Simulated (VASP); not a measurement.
## CdF2: single point with PBE

CdF2:

```xyz
3
Lattice="0.0000 2.6942 2.6942 2.6942 0.0000 2.6942 2.6942 2.6942 0.0000" Properties=species:S:1:pos:R:3 pbc="T T T"
Cd    0.0000    0.0000    0.0000
F     1.3471    1.3471    1.3471
F     4.0413    4.0413    4.0413
```

```
Program             : VASP 6.6.1
Task                : single point
Functional          : PBE
Potentials or basis : VASP PAW PBE potentials, release 64 (Cd, F)
Cutoff              : 520 eV
k mesh              : 8 × 8 × 8
Occupations         : gaussian, width 0.01 eV
Spin                : no spin polarisation
```

```json
{
  "Pressure": "6.2 GPa",
  "Band gap on the k mesh": "3.07 eV, indirect (least direct gap 3.57 eV)"
}
```

Levels at points of the mesh, in eV from the valence-band top:
| k point | band 9 | band 10 | band 11 | band 12 | band 13 | band 14 | band 15 | band 16 | band 17 | band 18 |
| --- | --- | --- | --- | --- | --- | --- | --- | --- | --- | --- |
| (0.00, 0.00, 0.00) | -0.97 | -0.97 | -0.50 | -0.50 | -0.50 | 3.07 | 12.70 | 12.70 | 12.70 | 17.64 |
| (0.50, 0.00, 0.00) | -2.27 | -1.84 | -1.84 | -0.40 | -0.40 | 7.17 | 9.16 | 14.50 | 14.50 | 18.19 |
| (0.50, 0.50, 0.00) | -2.96 | -2.96 | -0.50 | -0.09 | -0.09 | 8.00 | 9.65 | 11.92 | 14.28 | 14.28 |

Run time: 12 s on 1 thread of Intel(R) Xeon(R) Platinum 8488C (Sapphire Rapids), with other jobs on the host, peak memory 0.16 GiB.

A k mesh can miss the band edges. As with any semilocal functional, this PBE gap is likely too small.
